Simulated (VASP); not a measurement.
**GaSb3: single point with PBEsol**

Crystal: GaSb3.

```
Sb Ga
1.0
     0.00000    3.73060    3.73060
     3.73060    0.00000    3.73060
     3.73060    3.73060    0.00000
Sb Ga
3 1
Direct
  0.50000 0.50000 0.50000
  0.75000 0.75000 0.75000
  0.25000 0.25000 0.25000
  0.00000 0.00000 0.00000
```

```
Program                : VASP 6.6.1
Task                   : single point
Functional             : PBEsol
Potentials or basis    : VASP PAW PBE potentials, release 64 (Sb, Ga_d)
Cutoff                 : 520 eV
k mesh                 : 4 × 4 × 4
Occupations            : fermi-dirac, width 0.05 eV
Spin                   : non-collinear spin, zero start, spin-orbit coupling
Starting moments       : [[0.0, 0.0, 0.0], [0.0, 0.0, 0.0], [0.0, 0.0, 0.0], [0.0, 0.0, 0.0]] μB
Dipole correction      : no
Further INCAR settings : ALGO = Normal; EDIFF = 1e-06; NBANDS = 42
```

```json
{"Pressure": "-4.6 GPa", "Net moment": "0.00 μB per cell", "Valence electrons inside the program's atomic spheres": "Sb 2.32, 2.33; Ga 11.43"}
```

Moments on the atoms (μB; x, y, z):
```
Sb  0.00 0.00 0.00
Sb  0.00 0.00 0.00
Sb  0.00 0.00 0.00
Ga  0.00 0.00 0.00
```

Run time: 78 s on 1 thread of Intel(R) Xeon(R) Platinum 8375C CPU @ 2.90GHz (Ice Lake) (shared host), peak memory 0.49 GiB.

Caveat: the k points lie up to 0.36 Å⁻¹ apart; the PAW data sets were made with another functional, which shifts forces and pressure a little.
